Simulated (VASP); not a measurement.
# CuI in VASP: notebook, part 2 of 2

VASP 6.6.1. Earlier steps stand in the parts before.

### Step 5. Single point, PBE (uniaxial x strain +1.2%)

File INCAR:

```
SYSTEM = CuI
  ALGO = Normal
  EDIFF = 1E-7
  ENCUT = 520
  GGA = PE
  ISIF = 2
  ISMEAR = -1
  LASPH = .True.
  LCHARG = .False.
  LREAL = .False.
  LWAVE = .False.
  NBANDS = 26
  NELM = 60
  PREC = Accurate
  SIGMA = 0.02
```

File KPOINTS:

```
k-points
0
Gamma
  6 6 4
  0 0 0
```

File POSCAR:

```
CuI
1.0
    4.1053934722      0.0000000000      0.0000000000
    0.0000000000      4.0551101069      0.0000000000
    0.0000000000      0.0000000000      6.3456837528
Cu I
2 2
Direct
    0.5000000000      0.5000000000     -0.0021961599
    0.0000000000      0.0000000000      0.0021961599
    0.5000000000      0.0000000000      0.2650469183
    0.0000000000      0.5000000000      0.7349530817
```

Launch:

```bash
$ cat potpaw_PBE.64/Cu/POTCAR potpaw_PBE.64/I/POTCAR > POTCAR
$ mpirun -np 1 vasp_std > vasp.out
```

It took 1.9 min on 1 thread of Oxide Virtual Turin-like, shared host; peak memory 0.24 GiB.

Results (log left out):

```yaml
Free_energy: -11.0516 eV
Pressure: 2.0 GPa
Largest_force: 0.150 eV/Å
Band_gap_on_the_k_mesh: 1.58 eV
```

Forces in eV/Å, atoms in the order of the input:
```
Cu   0.000  0.000 -0.001
Cu   0.000  0.000  0.001
I    0.000  0.000  0.150
I    0.000  0.000 -0.150
```

Stress tensor (GPa, compression positive):
```
1.49 0.00 0.00
0.00 2.15 0.00
0.00 0.00 2.21
```

Levels at points of the mesh, in eV from the valence-band top:
```
           k point  band 16  band 17  band 18  band 19  band 20  band 21
(0.00, 0.00, 0.00)    -0.84    -0.03     0.00     1.58     2.95     3.34
(0.50, 0.00, 0.00)    -1.19    -0.52    -0.52     3.73     3.73     4.89
(0.00, 0.50, 0.00)    -1.16    -0.54    -0.54     3.64     3.64     4.81
(0.50, 0.50, 0.00)    -1.73    -1.14    -1.14     2.54     2.54     2.72
(0.00, 0.00, 0.50)    -1.22    -0.40    -0.37     3.19     3.40     3.54
(0.50, 0.00, 0.50)    -0.77    -0.49    -0.49     2.25     2.25     5.19
(0.00, 0.50, 0.50)    -0.74    -0.51    -0.51     2.20     2.20     5.11
(0.50, 0.50, 0.50)    -1.74    -1.05    -1.05     4.13     4.13     4.17
```

Caveat: the cell differs from its parent crystal (uniaxial x strain +1.2%); spin-orbit coupling is left out, which moves the levels of the heavy elements; this functional lacks dispersion, which binds layers or chains, so the pressure and a relaxed spacing across them are unreliable.

### Step 6. Single point, r2SCAN (uniaxial y strain -2.8%)

File POSCAR:

```
CuI
1.0
    4.0551101069      0.0000000000      0.0000000000
    0.0000000000      3.9403504908      0.0000000000
    0.0000000000      0.0000000000      6.3456837528
Cu I
2 2
Direct
    0.5000000000      0.5000000000     -0.0053743623
    0.0000000000      0.0000000000      0.0053743623
    0.5000000000      0.0000000000      0.2705237043
    0.0000000000      0.5000000000      0.7294762957
```

File INCAR.step1:

```
PREC = Accurate
ENCUT = 520
ISMEAR = 0
SIGMA = 0.01
LREAL = False
LASPH = True
NELM = 60
NBANDS = 26
GGA = PE
ALGO = Normal
EDIFF = 1E-4
LWAVE = True
LCHARG = False
```

File INCAR.step2:

```
PREC = Accurate
ENCUT = 520
EDIFF = 1E-6
ISMEAR = 0
SIGMA = 0.01
LREAL = False
LASPH = True
NELM = 60
ALGO = Normal
ISIF = 2
LWAVE = False
LCHARG = False
METAGGA = R2SCAN
LMIXTAU = True
NBANDS = 26
ISTART = 1
```

File KPOINTS:

```
regular mesh
0
Gamma
  6 6 4
```

Potentials or basis: VASP PAW PBE potentials, release 64 (Cu, I).

Launch:

```bash
$ cat potpaw_PBE.64/Cu/POTCAR potpaw_PBE.64/I/POTCAR > POTCAR
$ cp INCAR.step1 INCAR
$ mpirun -np 1 vasp_std > vasp.out
$ cp INCAR.step2 INCAR
$ mpirun -np 1 vasp_std > vasp.out
```

OUTCAR:

```text
PREC = Accurate
   ENCUT = 520
   EDIFF = 1E-6
   ISMEAR = 0
   LREAL = False
   LASPH = True
   NELM = 60
   ISIF = 2
   METAGGA = R2SCAN
   ISTART = 1

 ion  position               nearest neighbor table
   1  0.500  0.500  0.995-   4 2.63   4 2.63   3 2.64   3 2.64
   2  0.000  0.000  0.005-   3 2.63   3 2.63   4 2.64   4 2.64
   3  0.500  0.000  0.271-   2 2.63   2 2.63   1 2.64   1 2.64
   4  0.000  0.500  0.729-   1 2.63   1 2.63   2 2.64   2 2.64

  LATTYP: Found a simple orthorhombic cell.
 ALAT       =     3.9403504908
 B/A-ratio  =     1.0291242153
 C/A-ratio  =     1.6104363730

  Lattice vectors:

 A1 = (   0.0000000000,  -3.9403504908,   0.0000000000)
 A2 = (   4.0551101069,   0.0000000000,   0.0000000000)
 A3 = (   0.0000000000,   0.0000000000,   6.3456837528)

Analysis of symmetry for initial positions (statically):
=====================================================================
 Subroutine PRICEL returns:
 Original cell was already a primitive cell.

[... 171 lines left out ...]
  free energy    TOTEN  =       -71.50226754 eV

  energy without entropy =      -71.50226754  energy(sigma->0) =      -71.50226754

 E-fermi :   5.1930     XC(G=0):  -9.9138

 val. band max:        5.1057336446   @ k =   0.0000   0.0000   0.0000
 cond. band min:       7.1348071654   @ k =   0.0000   0.0000   0.0000
 fundamental gap:      2.0290735208
 Fermi energy:         5.1930370203

 k-point     1 :       0.0000    0.0000    0.0000
  band No.  band energies     occupation
      1      -9.5997      2.00000
      2      -8.7325      2.00000
      3      -1.2827      2.00000
      4       1.0474      2.00000
      5       1.1677      2.00000
      6       1.3352      2.00000
[... 685 lines left out ...]
     25      12.7792      0.00000
     26      12.7792      0.00000

 [... further k-points ...]

------------------------ aborting loop because EDIFF is reached ----------------------------------------

  FORCE on cell =-STRESS in cart. coord.  units (eV):
  Direction    XX          YY          ZZ          XY          YZ          ZX
  --------------------------------------------------------------------------------------
  -------------------------------------------------------------------------------------
  Total        0.7910000      1.9636591      0.9165252      0.0000000      0.0000000      0.0000000
  in kB       12.4988813     31.0284975     14.4823502      0.0000000      0.0000000      0.0000000
  external PRESSURE =      19.3365763 kB  Pullay stress =       0.0000000 kB

 VOLUME and BASIS-vectors are now :
 -----------------------------------------------------------------------------
  energy-cutoff  :      520.00
  volume of cell :      101.39
      direct lattice vectors                 reciprocal lattice vectors
     4.055110107  0.000000000  0.000000000     0.246602428  0.000000000  0.000000000
     0.000000000  3.940350491  0.000000000     0.000000000  0.253784531  0.000000000
     0.000000000  0.000000000  6.345683753     0.000000000  0.000000000  0.157587431

 POSITION                                       TOTAL-FORCE (eV/Angst)
 -----------------------------------------------------------------------------------
      2.02756      1.97018      6.31158         0.000000      0.000000      0.004186
      0.00000      0.00000      0.03410         0.000000      0.000000     -0.004186
      2.02756      0.00000      1.71666         0.000000      0.000000     -0.007568
      0.00000      1.97018      4.62903         0.000000      0.000000      0.007568
 -----------------------------------------------------------------------------------
    total drift:                                0.000000      0.000000      0.000000

  FREE ENERGIE OF THE ION-ELECTRON SYSTEM (eV)
  ---------------------------------------------------
  free  energy   TOTEN  =       -71.5022675364 eV

  energy  without entropy=      -71.5022675364  energy(sigma->0) =      -71.50226754
```

Wall time 9.5 min (1 thread of Oxide Virtual Turin-like, shared host); peak memory 0.24 GiB.

What came out:

```yaml
Free_energy: -71.5023 eV
Pressure: 1.9 GPa
Largest_force: 0.008 eV/Å
Band_gap_on_the_k_mesh: 2.03 eV
```

Forces on the atoms (eV/Å):
```
Cu   0.000  0.000  0.004
Cu   0.000  0.000 -0.004
I    0.000  0.000 -0.008
I    0.000  0.000  0.008
```

Caveat: the cell differs from its parent crystal (uniaxial y strain -2.8%); the PAW data sets were made with another functional, which shifts forces and pressure a little; spin-orbit coupling is left out, which moves the levels of the heavy elements.

### Step 7. Summary

```tsv
level	cell	smearing	gap on the mesh (eV)	pressure (GPa)	largest force (eV/Å)
r2SCAN	a = 3.906, b = 3.906, c = 6.614 Å, 4 atoms, atomic positions A	gaussian 0.01 eV	2.07	2.6	0.01
PBE	a = 4.055, b = 3.940, c = 6.346 Å, 4 atoms, atomic positions B	fermi-dirac 0.02 eV	1.54	3.1	0.17
r2SCAN	a = 4.055, b = 4.055, c = 6.346 Å, 4 atoms, atomic positions C	gaussian 0.01 eV	2.07	1.1	0.01
PBE	a = 4.105, b = 4.055, c = 6.346 Å, 4 atoms, atomic positions D	fermi-dirac 0.02 eV	1.58	2.0	0.15
r2SCAN	a = 4.055, b = 3.940, c = 6.346 Å, 4 atoms, atomic positions B	gaussian 0.01 eV	2.03	1.9	0.01
```

Alike in all rows: task single point; potentials or basis VASP PAW PBE potentials, release 64 (Cu, I); no spin polarisation; k mesh 6 × 6 × 4; cutoff (eV) 520.

Caveats: spin-orbit coupling is left out, which moves the levels of the heavy elements; the PAW data sets were made with another functional, which shifts forces and pressure a little (at least some runs); this functional lacks dispersion, which binds layers or chains, so the pressure and a relaxed spacing across them are unreliable (at least some runs); the cell stands under pressure (at least some runs).

Absolute energies hang on the potentials; compare differences alone.
